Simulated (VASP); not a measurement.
# SnO2 (I4_1/amd) in VASP: notebook

The runs below take SnO2 through single point, relaxation of cell and atoms, with PBEsol.

Program: VASP 6.6.1. These are calculated values, not measurements. Logs are shortened: lines on timing, memory, paths and dates and some standing lists are left out, and cuts for length are marked.

## (1) The cell of the first run

Symmetry: I4_1/amd, No. 141, tetragonal system. The conventional cell has a = 4.012 Å, b = 4.012 Å, c = 10.247 Å, α = 90.00°, β = 90.00°, γ = 90.00°. Sn (site symmetry -4m2) has 6 O at 2.06 to 2.08 Å within 2.7 Å. O (site symmetry 2mm) has 3 Sn at 2.06 to 2.08 Å and 2 O at 2.56 Å within 2.7 Å.

## (2) Single point, PBEsol

File INCAR:

```
PREC     = Accurate       # precision mode
ENCUT    = 600            # plane-wave cutoff, eV
EDIFF    = 1E-6           # SCF threshold, eV
ISMEAR   = 0              # smearing method
SIGMA    = 0.01           # smearing width, eV
LREAL    = False          # projectors in reciprocal space
LASPH    = True           # aspherical terms in the spheres
NELM     = 120            # most SCF steps
ALGO     = Normal         # electronic algorithm
ISIF     = 2              # what is computed and relaxed
LWAVE    = False          # write WAVECAR
LCHARG   = True           # write CHGCAR
GGA      = PS             # functional
LELF     = True           # ELF
LVHAR    = True         
NBANDS   = 35             # bands
GGA_COMPAT= False
```

File KPOINTS:

```
regular mesh
0
Gamma
  6 6 6
```

File POSCAR:

```
SnO2
1.0
    5.8564920740     -0.0071317849      0.0000000522
    3.1146002037      4.9596185182      0.0000000522
   -4.4855461641     -2.4762433806      2.8366608194
Sn O
2 4
Direct
    0.7500000000      0.2500000000      0.5000000000
    0.0000000000      0.0000000000      0.0000000000
    0.7970818045      0.7970818045      0.0000000000
    0.9529181955      0.4529181955      0.5000000000
    0.2029181955      0.2029181955      0.0000000000
    0.5470818045      0.0470818045      0.5000000000
```

Potentials or basis: VASP PAW PBE potentials, release 64 (Sn_d, O).

Command:

```console
> cat potpaw_PBE.64/Sn_d/POTCAR potpaw_PBE.64/O/POTCAR > POTCAR
> mpirun -np 1 vasp_std > vasp.out
```

OUTCAR:

```text
PREC = Accurate
   ENCUT = 600
   EDIFF = 1E-6
   ISMEAR = 0
   LREAL = False
   LASPH = True
   NELM = 120
   ISIF = 2
   GGA = PS

 ion  position               nearest neighbor table
   1  0.750  0.250  0.500-   3 2.06   5 2.06   3 2.06   5 2.06   4 2.08   6 2.08   2 3.25   2 3.25
                             2 3.25   2 3.25
   2  0.000  0.000  0.000-   4 2.06   6 2.06   4 2.06   6 2.06   3 2.08   5 2.08   1 3.25   1 3.25
                             1 3.25   1 3.25
   3  0.797  0.797  0.000-   1 2.06   1 2.06   2 2.08
   4  0.953  0.453  0.500-   2 2.06   2 2.06   1 2.08
   5  0.203  0.203  0.000-   1 2.06   1 2.06   2 2.08
   6  0.547  0.047  0.500-   2 2.06   2 2.06   1 2.08

  LATTYP: Found a body centered tetragonal cell.
 ALAT       =     4.0116442765
 C/A-ratio  =     2.5543946432

  Lattice vectors:

 A1 = (   5.8564920740,  -0.0071317849,   0.0000000522)
 A2 = (   3.1146002037,   4.9596185182,   0.0000000522)
 A3 = (  -4.4855461641,  -2.4762433806,   2.8366608194)

Analysis of symmetry for initial positions (statically):
=====================================================================
 Subroutine PRICEL returns:
 Original cell was already a primitive cell.

 Routine SETGRP: Setting up the symmetry group for a
 body centered tetragonal supercell.

 Subroutine GETGRP returns: Found 16 space group operations
 (whereof  8 operations were pure point group operations)
 out of a pool of 16 trial point group operations.

The static configuration has the point symmetry D_2d.
 The point group associated with its full space group is D_4h.

Analysis of symmetry for dynamics (positions and initial velocities):
=====================================================================
 Subroutine PRICEL returns:
 Original cell was already a primitive cell.

 Routine SETGRP: Setting up the symmetry group for a
 body centered tetragonal supercell.

 Subroutine GETGRP returns: Found 16 space group operations
 (whereof  8 operations were pure point group operations)
 out of a pool of 16 trial point group operations.

The dynamic configuration has the point symmetry D_2d.
 The point group associated with its full space group is D_4h.

 Subroutine INISYM returns: Found 16 space group operations
 (whereof  8 operations are pure point group operations),
 and found     1 'primitive' translations

----------------------------------------------------------------------------------------

                                     Primitive cell

  volume of cell :      82.4566

  direct lattice vectors                    reciprocal lattice vectors
     5.856492074 -0.007131785  0.000000052     0.170620197 -0.107148102  0.176263581
     3.114600204  4.959618518  0.000000052     0.000245345  0.201474334  0.176263581
    -4.485546164 -2.476243381  2.836660819    -0.000000003 -0.000000002  0.352527160

  length of vectors
     5.856496416  5.856496416  5.856496416     0.267695382  0.267695382  0.352527160

  position of ions in fractional coordinates (direct lattice)
     0.750000000  0.250000000  0.500000000
     0.000000000  0.000000000  0.000000000
     0.797081805  0.797081805  0.000000000
     0.952918195  0.452918195  0.500000000
     0.202918195  0.202918195  0.000000000
     0.547081805  0.047081805  0.500000000

  ion indices of the primitive-cell ions
   primitive index   ion index
                 1           1
                 2           2
                 3           3
                 4           4
                 5           5
                 6           6

----------------------------------------------------------------------------------------

 KPOINTS: regular mesh

Automatic generation of k-mesh.
 Grid dimensions read from file:
 generate k-points for:    6    6    6

 Generating k-lattice:

  Cartesian coordinates                     Fractional coordinates (reciprocal lattice)
     0.028436700 -0.017858017  0.029377263     0.166666667  0.000000000 -0.000000000
     0.000040891  0.033579056  0.029377263    -0.000000000  0.166666667  0.000000000
[... 58 lines left out ...]
  band No.  band energies     occupation
      1     -16.4819      2.00000
      2     -16.3237      2.00000
      3     -16.2443      2.00000
      4     -15.7582      2.00000
      5     -15.6428      2.00000
      6     -15.6307      2.00000
[... 27 lines left out ...]
     34      15.2962      0.00000
     35      15.6211      0.00000

 k-point     3 :       0.3333   -0.0000   -0.0000
  band No.  band energies     occupation
      1     -16.4796      2.00000
      2     -16.2559      2.00000
      3     -16.0614      2.00000
      4     -15.7788      2.00000
      5     -15.6539      2.00000
      6     -15.6174      2.00000
[... 27 lines left out ...]
     34      15.0717      0.00000
     35      15.6423      0.00000

 k-point     4 :       0.5000   -0.0000    0.0000
  band No.  band energies     occupation
      1     -16.4783      2.00000
      2     -16.2288      2.00000
      3     -15.9636      2.00000
      4     -15.7881      2.00000
      5     -15.6590      2.00000
      6     -15.6040      2.00000
[... 27 lines left out ...]
     34      15.6964      0.00000
     35      16.5103      0.00000

 k-point     5 :       0.1667    0.1667   -0.0000
  band No.  band energies     occupation
      1     -16.4847      2.00000
      2     -16.2794      2.00000
      3     -16.1764      2.00000
      4     -15.7218      2.00000
      5     -15.6588      2.00000
      6     -15.6260      2.00000
[... 638 lines left out ...]
 k-point    22 :      -0.1667    0.5000    0.1667
  band No.  band energies     occupation
      1     -16.5173      2.00000
      2     -16.3367      2.00000
      3     -15.9787      2.00000
      4     -15.6642      2.00000
      5     -15.6602      2.00000
      6     -15.6352      2.00000
[... 27 lines left out ...]
     34      15.2774      0.00000
     35      15.6876      0.00000

 k-point    23 :      -0.3333   -0.3333    0.1667
  band No.  band energies     occupation
      1     -16.5343      2.00000
      2     -16.4231      2.00000
      3     -15.9785      2.00000
      4     -15.7031      2.00000
      5     -15.6392      2.00000
      6     -15.6215      2.00000
[... 27 lines left out ...]
     34      15.4714      0.00000
     35      16.2664      0.00000

 k-point    24 :      -0.1667   -0.3333    0.1667
  band No.  band energies     occupation
      1     -16.5679      2.00000
      2     -16.4043      2.00000
      3     -16.1099      2.00000
      4     -15.6642      2.00000
      5     -15.6595      2.00000
      6     -15.6426      2.00000
[... 27 lines left out ...]
     34      15.6459      0.00000
     35      15.7545      0.00000

 [... further k-points ...]

------------------------ aborting loop because EDIFF is reached ----------------------------------------

  FORCE on cell =-STRESS in cart. coord.  units (eV):
  Direction    XX          YY          ZZ          XY          YZ          ZX
  --------------------------------------------------------------------------------------
  -------------------------------------------------------------------------------------
  Total        0.2916782      0.2160374      0.1828803      0.0600618      0.0000000      0.0000000
  in kB        5.6674712      4.1977277      3.5534665      1.1670352      0.0000000      0.0000000
  external PRESSURE =       4.4728885 kB  Pullay stress =       0.0000000 kB

 VOLUME and BASIS-vectors are now :
 -----------------------------------------------------------------------------
  energy-cutoff  :      600.00
  volume of cell :       82.46
      direct lattice vectors                 reciprocal lattice vectors
     5.856492074 -0.007131785  0.000000052     0.170620197 -0.107148102  0.176263581
     3.114600204  4.959618518  0.000000052     0.000245345  0.201474334  0.176263581
    -4.485546164 -2.476243381  2.836660819    -0.000000003 -0.000000002  0.352527160

 POSITION                                       TOTAL-FORCE (eV/Angst)
 -----------------------------------------------------------------------------------
      2.92825     -0.00357      1.41833         0.000000     -0.000000     -0.000000
      0.00000      0.00000      0.00000         0.000000     -0.000000     -0.000000
      7.15069      3.94754      0.00000        -0.023065     -0.012733     -0.000000
      4.74864      1.00138      1.41833         0.023065      0.012733      0.000000
      1.82040      1.00495      0.00000         0.023065      0.012733      0.000000
      1.10785     -1.00852      1.41833        -0.023065     -0.012733     -0.000000
 -----------------------------------------------------------------------------------
    total drift:                               -0.000000      0.000000      0.000000

  FREE ENERGIE OF THE ION-ELECTRON SYSTEM (eV)
  ---------------------------------------------------
  free  energy   TOTEN  =       -39.2313577062 eV

  energy  without entropy=      -39.2313577062  energy(sigma->0) =      -39.23135771
```

Run time: 71 s. Hardware: 1 thread of Intel Xeon 6975P-C (Granite Rapids), shared host; peak memory 0.35 GiB.

What came out:

```
Free energy            : -39.2314 eV
Pressure               : 0.4 GPa
Largest force          : 0.026 eV/Å
Band gap on the k mesh : 1.54 eV, indirect (least direct gap 1.90 eV)
```

Forces in eV/Å, atoms in the order of the input:
```
Sn   0.000  0.000  0.000
Sn   0.000  0.000  0.000
O   -0.023 -0.013  0.000
O    0.023  0.013  0.000
O    0.023  0.013  0.000
O   -0.023 -0.013  0.000
```

Levels at points of the mesh, in eV from the valence-band top:
| k point | band 23 | band 24 | band 25 | band 26 | band 27 | band 28 | band 29 | band 30 |
| --- | --- | --- | --- | --- | --- | --- | --- | --- |
| (0.00, 0.00, 0.00) | -0.65 | -0.65 | -0.36 | -0.36 | 1.55 | 5.52 | 9.24 | 9.73 |
| (0.50, 0.00, 0.00) | -0.75 | -0.74 | -0.55 | -0.37 | 4.86 | 6.14 | 7.83 | 8.50 |
| (0.50, 0.50, 0.00) | -0.79 | -0.79 | -0.04 | -0.04 | 7.21 | 7.21 | 7.56 | 7.56 |
| (0.50, 0.50, 0.50) | -1.01 | -1.01 | -0.26 | -0.26 | 4.21 | 4.21 | 7.57 | 7.57 |

Caveat: the PAW data sets were made with another functional, which shifts forces and pressure a little; spin-orbit coupling is left out, which moves the levels of the heavy elements.

## (3) Relaxation of cell and atoms, PBEsol

This run uses another cell than the first one, of 13.66 Å³/atom, 0.994 times its volume.

File INCAR:

```
  PREC = Accurate
  ENCUT = 600
  EDIFF = 1E-7
  ISMEAR = 0
  SIGMA = 0.01
  LREAL = False
  LASPH = True
  NELM = 120
  ALGO = Normal
  ISIF = 3
  LWAVE = False
  LCHARG = False
  GGA = PS
  IBRION = 2
  NSW = 80
  EDIFFG = -0.05
  GGA_COMPAT = False
  NELMIN = 4
```

KPOINTS is that of step 2.

File POSCAR:

```
SnO2
1.0
    5.8525750000      0.0000000000      0.0000000000
    3.1185479716      4.9525036779      0.0000000000
   -4.4855615363     -2.4762518668      2.8285240899
Sn O
2 4
Direct
    0.7500000000      0.2500000000      0.5000000000
    0.0000000000      0.0000000000      0.0000000000
    0.7965230000      0.7965230000      0.0000000000
    0.9534770000      0.4534770000      0.5000000000
    0.2034770000      0.2034770000      0.0000000000
    0.5465230000      0.0465230000      0.5000000000
```

Potentials or basis: VASP PAW PBE potentials, release 64 (Sn_d, O).

Command:

```console
> cat potpaw_PBE.64/Sn_d/POTCAR potpaw_PBE.64/O/POTCAR > POTCAR
> mpirun -np 1 vasp_std > vasp.out
```

It took 3.2 min on 1 thread of Intel Xeon 6975P-C (Granite Rapids), shared host; peak memory 0.38 GiB.

Results (log left out):

* Free energy: -39.2306 eV
* Relaxed volume: 13.77 Å³/atom
* Relaxed cell: a = 5.856 Å, b = 5.856 Å, c = 5.856 Å, α = 139.89°, β = 139.89°, γ = 58.02°
* Space group after relaxing (to 0.05 Å): I4_1/amd (No. 141)
* Energy gained by relaxing: 0.5 meV/atom
* Ionic steps: 4
* Pressure after relaxing: 0.1 GPa
* Largest force after relaxing: 0.015 eV/Å
* Band gap on the k mesh: 1.53 eV, indirect (least direct gap 1.89 eV)

Forces on the atoms (eV/Å):
```
Sn   0.000  0.000  0.000
Sn   0.000  0.000  0.000
O   -0.013 -0.007  0.000
O    0.013  0.007  0.000
O    0.013  0.007  0.000
O   -0.013 -0.007  0.000
```

Stress tensor (GPa, compression positive):
```
 0.26  0.16  0.00
 0.16  0.06  0.00
 0.00  0.00 -0.03
```

Step by step:
```csv
step,energy change (eV),largest force (eV/Å),pressure (GPa),volume (Å³)
1,0.0000,0.0575,1.11,81.98
2,-0.0015,0.0575,-1.02,83.11
3,-0.0028,0.0570,-0.18,82.65
4,-0.0031,0.0152,0.10,82.61
```

Final structure:
```xyz
6
Lattice="5.8559 -0.0112 0.0000 3.1108 4.9613 0.0000 -4.4834 -2.4750 2.8400" Properties=species:S:1:pos:R:3 pbc="T T T"
Sn    2.9280   -0.0056    1.4200
Sn    8.9667    4.9501    0.0000
O     2.6628    1.4700    2.8400
O     4.7486    0.9994    1.4200
O     1.8206    1.0051    0.0000
O     1.1074   -1.0107    1.4200
```

Levels at points of the mesh, in eV from the valence-band top:
```csv
k point,band 23,band 24,band 25,band 26,band 27,band 28,band 29,band 30
"(0.00, 0.00, 0.00)",-0.65,-0.65,-0.36,-0.36,1.53,5.49,9.23,9.73
"(0.50, 0.00, 0.00)",-0.75,-0.74,-0.55,-0.37,4.84,6.12,7.81,8.48
"(0.50, 0.50, 0.00)",-0.79,-0.79,-0.04,-0.04,7.19,7.19,7.54,7.54
"(0.50, 0.50, 0.50)",-1.00,-1.00,-0.26,-0.26,4.18,4.18,7.57,7.57
```

Caveat: the PAW data sets were made with another functional, which shifts forces and pressure a little; spin-orbit coupling is left out, which moves the levels of the heavy elements; the relaxation stopped at a loose force limit of 0.05 eV/Å, so its end isn't a converged minimum. Expect the measured gap to be larger: semilocal functionals such as PBEsol lack the derivative discontinuity.

## (4) Relaxation of cell and atoms, PBEsol, target pressure 2 GPa, at which the enthalpy is minimised

This run uses another cell than the first one, of 13.66 Å³/atom, 0.994 times its volume.

File INCAR:

```
SYSTEM = SnO2
PREC = Accurate ; ENCUT = 600
EDIFF = 1E-7 ; ISMEAR = 0
SIGMA = 0.01 ; LREAL = .FALSE.
LASPH = .TRUE. ; NELM = 120
ALGO = Normal ; ISIF = 3
LWAVE = .FALSE. ; LCHARG = .FALSE.
GGA = PS ; IBRION = 2
NSW = 80 ; EDIFFG = -0.05
PSTRESS = 20.0 ; GGA_COMPAT = .FALSE.
NELMIN = 4
```

File KPOINTS:

```
Automatic mesh
0
G
  6 6 6
  0 0 0
```

POSCAR is that of step 3.

Command:

```console
> cat potpaw_PBE.64/Sn_d/POTCAR potpaw_PBE.64/O/POTCAR > POTCAR
> mpirun -np 1 vasp_std > vasp.out
```

Run time: 2.3 min. Hardware: 1 thread of Intel Xeon 6975P-C (Granite Rapids), shared host; peak memory 0.36 GiB.

It converged, with:

```
Free energy                                            : -39.2242 eV
Relaxed volume                                         : 13.60 Å³/atom
Relaxed cell                                           : a = 5.840 Å, b = 5.840 Å, c = 5.840 Å, α = 139.98°, β = 139.98°, γ = 57.88°
Space group after relaxing (to 0.05 Å)                 : I4_1/amd (No. 141)
Energy change on relaxing (the enthalpy is what falls) : +0.6 meV/atom
Ionic steps                                            : 3
Pressure after relaxing                                : 2.0 GPa
Largest force after relaxing                           : 0.007 eV/Å
Band gap on the k mesh                                 : 1.63 eV, indirect (least direct gap 2.00 eV)
```

Forces on the atoms (eV/Å):
```
Sn   0.000  0.000  0.000
Sn   0.000  0.000  0.000
O   -0.006 -0.003  0.000
O    0.006  0.003  0.000
O    0.006  0.003  0.000
O   -0.006 -0.003  0.000
```

Stress tensor (GPa, compression positive):
```
 1.93 -0.10  0.00
-0.10  2.06  0.00
 0.00  0.00  2.12
```

Step by step:
| step | energy change (eV) | largest force (eV/Å) | pressure (GPa) | volume (Å³) |
| --- | --- | --- | --- | --- |
| 1 | 0.0000 | 0.0575 | 1.11 | 81.98 |
| 2 | 0.0125 | 0.0989 | 3.35 | 81.08 |
| 3 | 0.0033 | 0.0070 | 2.03 | 81.60 |

Final structure:
```xyz
6
Lattice="5.8395 -0.0039 0.0000 3.1083 4.9435 0.0000 -4.4739 -2.4698 2.8256" Properties=species:S:1:pos:R:3 pbc="T T T"
Sn    2.9198   -0.0019    1.4128
Sn    0.0000    0.0000    0.0000
O     2.6543    1.4653    2.8256
O     4.7394    1.0026    1.4128
O     1.8197    1.0045    0.0000
O     1.1001   -1.0065    1.4128
```

Levels at points of the mesh, in eV from the valence-band top:
```
           k point  band 24  band 25  band 26  band 27  band 28  band 29
(0.00, 0.00, 0.00)    -0.66    -0.38    -0.38     1.63     5.58     9.27
(0.50, 0.00, 0.00)    -0.75    -0.56    -0.37     4.97     6.22     7.88
(0.50, 0.50, 0.00)    -0.80    -0.04    -0.04     7.34     7.34     7.61
(0.50, 0.50, 0.50)    -1.02    -0.27    -0.27     4.27     4.27     7.59
```

Caveat: the cell is relaxed towards a set pressure, so the enthalpy falls and the energy may rise; the PAW data sets were made with another functional, which shifts forces and pressure a little; spin-orbit coupling is left out, which moves the levels of the heavy elements; the relaxation stopped at a loose force limit of 0.05 eV/Å, so its end isn't a converged minimum.

## (5) Summary

| task | cell | gap on the mesh (eV) | pressure (GPa) | largest force (eV/Å) |
| --- | --- | --- | --- | --- |
| single point | a = 5.856 Å, angles 139.9, 139.9, 57.9°, 6 atoms | 1.54 | 0.4 | 0.03 |
| relaxation of cell and atoms | relaxed from a = 5.853 Å, angles 140.0, 140.0, 57.8°, 6 atoms | 1.53 | 0.1 | 0.02 |
| relaxation of cell and atoms | relaxed to 2 GPa from a = 5.853 Å, angles 140.0, 140.0, 57.8°, 6 atoms | 1.63 | 2.0 | 0.01 |

Alike in all rows: level PBEsol; potentials or basis VASP PAW PBE potentials, release 64 (Sn_d, O); no spin polarisation; k mesh 6 × 6 × 6; cutoff (eV) 600; smearing gaussian 0.01 eV.

Caveats: the PAW data sets were made with another functional, which shifts forces and pressure a little; spin-orbit coupling is left out, which moves the levels of the heavy elements; the relaxation stopped at a loose force limit of 0.05 eV/Å, so its end isn't a converged minimum (some runs); the cell is relaxed towards a set pressure, so the enthalpy falls and the energy may rise (some runs).

Total energies depend on the potentials used, so only differences within one code and one set of settings carry meaning.
